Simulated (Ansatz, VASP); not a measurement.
## One calculation of NiO, two programs

```
Ni O
1.0
     0.00000    2.27745    2.27745
     2.27745    0.00000    2.27745
     2.27745    2.27745    0.00000
Ni O
1 1
Direct
  0.00000 0.00000 0.00000
  0.25000 0.25000 0.25000
```

Change from the starting cell: volume scaled by 1.05, crystal datasets.

Alike in both runs: task electric field gradients; functional PBE; k mesh 14 × 14 × 14; occupations fermi-dirac, width 0.03 eV; collinear spin.

|  | VASP | Ansatz |
| --- | --- | --- |
| version | VASP 6.6.1 | Ansatz 0.2.0 |
| potentials or method | VASP PAW PBE potentials, release 64 (Ni, O), cutoff 520 eV | all-electron PAW with datasets made for the crystal, scalar-relativistic |

|  | VASP | Ansatz | Ansatz less VASP |
| --- | --- | --- | --- |
| pressure (GPa) | -6.2 | -6.3 | -0.13 |
| net moment per atom (μB) | 0.99 | 1.00 | +0.008 |
| size of the moment on the site where the two differ most (μB) | 1.54 | 1.51 | -0.026 |

Site moments also hang on the region over which each program counts them. Ansatz ran all-electron here, and VASP with PAW potentials.
